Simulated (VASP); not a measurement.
# NaI (C2/m) in VASP: single point with PBEsol

Aim: the single point of NaI with PBEsol.

Everything below comes from runs of VASP 6.6.1. Logs are shortened: lines on timing, memory, paths and dates and some standing lists are left out, and cuts for length are marked.

### Step 1. The cell of the first run

The structure is monoclinic, space group C2/m (No. 12). The conventional cell has a = 14.211 Å, b = 4.367 Å, c = 4.535 Å, α = 90.00°, β = 90.07°, γ = 90.00°. Na (site symmetry m) has 5 I at 3.15 to 3.16 Å within 4.1 Å. Within 4.1 Å of I (site symmetry m) lie 5 Na at 3.15 to 3.16 Å.

### Step 2. Single point, PBEsol

INCAR reads:

```
SYSTEM = NaI
  PREC = Accurate
  ENCUT = 520
  EDIFF = 1E-6
  ISMEAR = -1
  SIGMA = 0.03
  LREAL = .FALSE.
  LASPH = .TRUE.
  NELM = 60
  ALGO = Normal
  ISIF = 2
  LWAVE = .FALSE.
  LCHARG = .FALSE.
  GGA = PS
  NBANDS = 22
```

KPOINTS reads:

```
Automatic mesh
0
G
  6 6 4
  0 0 0
```

POSCAR reads:

```
NaI
1.0
    8.4245946495     -2.1837397824      0.0433919013
    8.4245946495      2.1837397824      0.0433919013
   -2.4561511805      0.0000000000      3.8123958545
Na I
2 2
Direct
    0.1477379556      0.1477379556      1.0456217979
    0.8522620444      0.8522620444     -0.0456217979
    0.3695945215      0.3695945215      0.4890021567
    0.6304054785      0.6304054785      0.5109978433
```

Potentials or basis: VASP PAW PBE potentials, release 64 (Na_pv, I).

Started as:

```sh
$ cat potpaw_PBE.64/Na_pv/POTCAR potpaw_PBE.64/I/POTCAR > POTCAR
$ mpirun -np 1 vasp_std > vasp.out
```

OUTCAR:

```text
SYSTEM = NaI
   PREC = Accurate
   ENCUT = 520
   EDIFF = 1E-6
   ISMEAR = -1
   LREAL = .FALSE.
   LASPH = .TRUE.
   NELM = 60
   ISIF = 2
   GGA = PS

 ion  position               nearest neighbor table
   1  0.148  0.148  0.046-   3 3.15   4 3.16   4 3.16   4 3.16   4 3.16
   2  0.852  0.852  0.954-   4 3.15   3 3.16   3 3.16   3 3.16   3 3.16
   3  0.370  0.370  0.489-   1 3.15   2 3.16   2 3.16   2 3.16   2 3.16
   4  0.630  0.630  0.511-   2 3.15   1 3.16   1 3.16   1 3.16   1 3.16

  Warning from LATTYP: Got some problem with cell dimensions!
  Tried to take original basis but could not verify dimensions!
  LATTYP: Found a base centered monoclinic cell.
 ALAT       =    14.2111810432
 B/A-ratio  =     0.3073269950
 C/A-ratio  =     0.3191212558
 COS(beta)  =    -0.0012533878

  Lattice vectors:

 A1 = (  -5.9684434690,   2.1837397824,  -3.8557877558)
 A2 = (  -5.9684434690,  -2.1837397824,  -3.8557877558)
 A3 = (  -2.4561511805,   0.0000000000,   3.8123958545)

Analysis of symmetry for initial positions (statically):
=====================================================================
 Subroutine PRICEL returns:
 Original cell was already a primitive cell.

 Routine SETGRP: Setting up the symmetry group for a
 base centered monoclinic supercell.

 Subroutine GETGRP returns: Found  4 space group operations
 (whereof  4 operations were pure point group operations)
 out of a pool of  4 trial point group operations.

The static configuration has the point symmetry C_2h.

Analysis of symmetry for dynamics (positions and initial velocities):
=====================================================================
 Subroutine PRICEL returns:
 Original cell was already a primitive cell.

 Routine SETGRP: Setting up the symmetry group for a
 base centered monoclinic supercell.

 Subroutine GETGRP returns: Found  4 space group operations
 (whereof  4 operations were pure point group operations)
 out of a pool of  4 trial point group operations.

The dynamic configuration has the point symmetry C_2h.

 Subroutine INISYM returns: Found  4 space group operations
 (whereof  4 operations are pure point group operations),
 and found     1 'primitive' translations

----------------------------------------------------------------------------------------

                                     Primitive cell

  volume of cell :     140.7397

  direct lattice vectors                    reciprocal lattice vectors
     8.424594649 -2.183739782  0.043391901     0.059153746 -0.228965009  0.038110036
     8.424594649  2.183739782  0.043391901     0.059153746  0.228965009  0.038110036
    -2.456151181  0.000000000  3.812395855    -0.001346551  0.000000000  0.261434726

  length of vectors
     8.703125720  8.703125720  4.535089941     0.239533956  0.239533956  0.261438194

  position of ions in fractional coordinates (direct lattice)
     0.147737956  0.147737956  0.045621798
     0.852262044  0.852262044  0.954378202
     0.369594521  0.369594521  0.489002157
     0.630405479  0.630405479  0.510997843

  ion indices of the primitive-cell ions
   primitive index   ion index
                 1           1
                 2           2
                 3           3
                 4           4

----------------------------------------------------------------------------------------

 KPOINTS: Automatic mesh

Automatic generation of k-mesh.
 Grid dimensions read from file:
 generate k-points for:    6    6    4

 Generating k-lattice:

  Cartesian coordinates                     Fractional coordinates (reciprocal lattice)
     0.009858958 -0.038160835  0.006351673     0.166666667 -0.000000000  0.000000000
     0.009858958  0.038160835  0.006351673    -0.000000000  0.166666667  0.000000000
    -0.000336638  0.000000000  0.065358682    -0.000000000 -0.000000000  0.250000000

  Length of vectors
     0.039922326  0.039922326  0.065359548

  Shift w.r.t. Gamma in fractional coordinates (k-lattice)
     0.000000000  0.000000000  0.000000000

 Subroutine IBZKPT returns following result:
 ===========================================

 Found     47 irreducible k-points:

 Following reciprocal coordinates:
            Coordinates               Weight
  0.000000  0.000000  0.000000      1.000000
  0.166667 -0.000000  0.000000      4.000000
  0.333333 -0.000000 -0.000000      4.000000
  0.500000 -0.000000  0.000000      2.000000
  0.166667  0.166667  0.000000      2.000000
  0.333333  0.166667  0.000000      4.000000
[... 16 lines left out ...]
 -0.333333  0.166667  0.250000      4.000000
 -0.166667  0.166667  0.250000      4.000000
 [... further k-points ...]
   k-points           NKPTS =     47   k-points in BZ     NKDIM =     47   number of bands    NBANDS=     22
   number of dos      NEDOS =    301   number of ions     NIONS =      4
   total plane-waves  NPLWV = 176400
   dimension x,y,z NGX =    70 NGY =   70 NGZ =   36
   dimension x,y,z NGXF=   140 NGYF=  140 NGZF=   72
   ions per type =               2   2
   NGX,Y,Z   is equivalent  to a cutoff of  13.37, 13.37, 13.20 a.u.
   NGXF,Y,Z  is equivalent  to a cutoff of  26.74, 26.74, 26.39 a.u.
 SYSTEM =  NaI
   PREC   = accura    normal or accurate (medium, high low for compatibility)
   ISTART =      0    job   : 0-new  1-cont  2-samecut
   ICHARG =      2    charge: 1-file 2-atom 10-const
   ISPIN  =      1    spin polarized calculation?
   LNONCOLLINEAR =      F non collinear calculations
   LSORBIT =      F    spin-orbit coupling
   LASPH  =      T    aspherical Exc in radial PAW
   ENCUT  =  520.0 eV  38.22 Ry    6.18 a.u.  16.18 16.18  8.43*2*pi/ulx,y,z
   NELM   =     60;   NELMIN=  2; NELMDL= -5     # of ELM steps
   EDIFF  = 0.1E-05   stopping-criterion for ELM
   LREAL  =      F    real-space projection
   EDIFFG = 0.1E-04   stopping-criterion for IOM
   NSW    =      0    number of steps for IOM
   IBRION =     -1    ionic relax: 0-MD 1-quasi-New 2-CG
   NFREE  =      0    steps in history (QN), initial steepest desc. (CG)
   ISIF   =      2    stress and relaxation
   ISYM   =      2    0-nonsym 1-usesym 2-fastsym
   POTIM  = 0.5000    time-step for ionic-motion
   TEBEG  =    0.0;   TEEND  =   0.0 temperature during run
   PSTRESS=    0.0 pullay stress
   NELECT =      28.0000    total number of electrons
   NUPDOWN=      -1.0000    fix difference up-down
   EMIN   =  10.00;   EMAX   =-10.00  energy-range for DOS
   EFERMI =   0.00;   METHOD = LEGACY
   ISMEAR =    -1;   SIGMA  =   0.03  broadening in eV -4-tet -1-fermi 0-gaus
   EFERMI_NEDOS =   21; number of points for ismear=-14 and -15
   IALGO  =     38    algorithm
   IMIX   =      4    mixing-type and parameters
     AMIX     =   0.40;   BMIX     =  1.00
     AMIX_MAG =   1.60;   BMIX_MAG =  1.00
  volume/ion in A,a.u.               =      35.18       237.44
  Fermi-wavevector in a.u.,A,eV,Ry     =   0.955701  1.806013 12.427073  0.913364
  Thomas-Fermi vector in A             =   2.084562
   LORBIT       =      0    0 simple, 1 ext, 2 COOP (PROOUT), +10 PAW based schemes
   GGA     = PS    functional components
   LHFCALC =     F    Hartree Fock is set to
   AEXX    =    0.0000 exact exchange contribution
   IVDW    =     0    specifies the selected vdW correction
   LEPSILON=     F    determine dielectric tensor
   LRPA    =     F    only Hartree local field effects (RPA)
 non-spin polarized calculation
  energy-cutoff  :      520.00
  volume of cell :      140.74
 maximum number of plane-waves:      3812
 NGX is ok and might be reduce to    70
   NGX = 33   NGY = 33   NGZ = 17

 number of electron      28.0000001 magnetization

 Free energy of the ion-electron system (eV)
  ---------------------------------------------------
  ext. energy  EPLUGINS =         0.00000000
  ---------------------------------------------------
  free energy    TOTEN  =       -11.11130603 eV

  energy without entropy =      -11.11130603  energy(sigma->0) =      -11.11130603

 E-fermi :   1.2834     XC(G=0):  -7.6298

 val. band max:        0.6474402871   @ k =   0.0000   0.0000   0.0000
 cond. band min:       3.8975356874   @ k =   0.0000   0.0000   0.0000
 fundamental gap:      3.2500954002
 Fermi energy:         1.2834063925

 k-point     1 :       0.0000    0.0000    0.0000
  band No.  band energies     occupation
      1     -21.8024      2.00000
      2     -21.7979      2.00000
      3     -21.7839      2.00000
      4     -21.7832      2.00000
      5     -21.7820      2.00000
      6     -21.7809      2.00000
[... 14 lines left out ...]
     21       9.3932      0.00000
     22       9.7602      0.00000

 k-point     2 :       0.1667   -0.0000    0.0000
  band No.  band energies     occupation
      1     -21.8020      2.00000
      2     -21.7982      2.00000
      3     -21.7849      2.00000
      4     -21.7834      2.00000
      5     -21.7829      2.00000
      6     -21.7809      2.00000
[... 14 lines left out ...]
     21       9.1090      0.00000
     22       9.3726      0.00000

 k-point     3 :       0.3333   -0.0000   -0.0000
  band No.  band energies     occupation
      1     -21.8013      2.00000
      2     -21.7991      2.00000
      3     -21.7868      2.00000
      4     -21.7860      2.00000
      5     -21.7820      2.00000
      6     -21.7808      2.00000
[... 14 lines left out ...]
     21       8.7129      0.00000
     22       9.7232      0.00000

 k-point     4 :       0.5000   -0.0000    0.0000
  band No.  band energies     occupation
      1     -21.8006      2.00000
      2     -21.7999      2.00000
      3     -21.7876      2.00000
      4     -21.7874      2.00000
      5     -21.7813      2.00000
      6     -21.7811      2.00000
[... 14 lines left out ...]
     21       8.4794      0.00000
     22       9.3946      0.00000

 k-point     5 :       0.1667    0.1667    0.0000
  band No.  band energies     occupation
      1     -21.8022      2.00000
      2     -21.7980      2.00000
      3     -21.7839      2.00000
      4     -21.7832      2.00000
      5     -21.7820      2.00000
      6     -21.7810      2.00000
[... 14 lines left out ...]
     21       8.8255      0.00000
     22       9.3750      0.00000

 k-point     6 :       0.3333    0.1667    0.0000
  band No.  band energies     occupation
      1     -21.8018      2.00000
      2     -21.7985      2.00000
      3     -21.7849      2.00000
      4     -21.7833      2.00000
      5     -21.7828      2.00000
      6     -21.7809      2.00000
[... 14 lines left out ...]
     21       8.8155      0.00000
     22       9.5002      0.00000

 k-point     7 :       0.5000    0.1667    0.0000
  band No.  band energies     occupation
      1     -21.8010      2.00000
      2     -21.7994      2.00000
      3     -21.7869      2.00000
      4     -21.7859      2.00000
      5     -21.7819      2.00000
      6     -21.7809      2.00000
[... 324 lines left out ...]
      6     -21.7819      2.00000
[... 14 lines left out ...]
     21       9.1605      0.00000
     22       9.5444      0.00000

 k-point    21 :       0.3333    0.1667    0.2500
  band No.  band energies     occupation
      1     -21.8010      2.00000
      2     -21.7993      2.00000
      3     -21.7847      2.00000
      4     -21.7837      2.00000
      5     -21.7836      2.00000
      6     -21.7825      2.00000
[... 14 lines left out ...]
     21       8.5283      0.00000
     22       8.9025      0.00000

 k-point    22 :       0.5000    0.1667    0.2500
  band No.  band energies     occupation
      1     -21.8004      2.00000
      2     -21.7996      2.00000
      3     -21.7866      2.00000
      4     -21.7859      2.00000
      5     -21.7832      2.00000
      6     -21.7825      2.00000
[... 14 lines left out ...]
     21       8.6623      0.00000
     22       9.5528      0.00000

 k-point    23 :      -0.3333    0.1667    0.2500
  band No.  band energies     occupation
      1     -21.8002      2.00000
      2     -21.7997      2.00000
      3     -21.7874      2.00000
      4     -21.7873      2.00000
      5     -21.7827      2.00000
      6     -21.7825      2.00000
[... 14 lines left out ...]
     21       8.4741      0.00000
     22       9.6116      0.00000

 k-point    24 :      -0.1667    0.1667    0.2500
  band No.  band energies     occupation
      1     -21.8007      2.00000
      2     -21.7993      2.00000
      3     -21.7866      2.00000
      4     -21.7860      2.00000
      5     -21.7832      2.00000
      6     -21.7824      2.00000
[... 14 lines left out ...]
     21       8.9929      0.00000
     22       9.3963      0.00000

 [... further k-points ...]
[... 5 lines left out ...]
  --------------------------------------------------------------------------------------
  -------------------------------------------------------------------------------------
  Total        0.0459485      0.0307591      0.0364429      0.0000000      0.0000000     -0.0062803
  in kB        0.5230770      0.3501609      0.4148647      0.0000000      0.0000000     -0.0714945
  external PRESSURE =       0.4293676 kB  Pullay stress =       0.0000000 kB

 VOLUME and BASIS-vectors are now :
 -----------------------------------------------------------------------------
  energy-cutoff  :      520.00
  volume of cell :      140.74
      direct lattice vectors                 reciprocal lattice vectors
     8.424594649 -2.183739782  0.043391901     0.059153746 -0.228965009  0.038110036
     8.424594649  2.183739782  0.043391901     0.059153746  0.228965009  0.038110036
    -2.456151181  0.000000000  3.812395855    -0.001346551  0.000000000  0.261434726

 POSITION                                       TOTAL-FORCE (eV/Angst)
 -----------------------------------------------------------------------------------
      2.37721      0.00000      0.18675        -0.003922      0.000000     -0.002714
     12.01583      0.00000      3.71243         0.003922      0.000000      0.002714
      5.02630      0.00000      1.89634         0.004401      0.000000      0.002948
      9.36673      0.00000      2.00284        -0.004401      0.000000     -0.002948
 -----------------------------------------------------------------------------------
    total drift:                                0.000000      0.000000     -0.000000

  FREE ENERGIE OF THE ION-ELECTRON SYSTEM (eV)
  ---------------------------------------------------
  free  energy   TOTEN  =       -11.1113060315 eV

  energy  without entropy=      -11.1113060314  energy(sigma->0) =      -11.11130603
```

Wall time 2.5 min (1 thread of Intel Xeon 6975P-C (Granite Rapids), shared host); peak memory 0.45 GiB.

Results:

```yaml
Free_energy: -11.1113 eV
Pressure: 0.0 GPa
Largest_force: 0.005 eV/Å
Band_gap_on_the_k_mesh: 3.25 eV
```

Forces in eV/Å, atoms in the order of the input:
```
Na  -0.004  0.000 -0.003
Na   0.004  0.000  0.003
I    0.004  0.000  0.003
I   -0.004  0.000 -0.003
```

Caveat: the PAW data sets were made with another functional, which shifts forces and pressure a little; spin-orbit coupling is left out, which moves the levels of the heavy elements. A k mesh can miss the band edges.
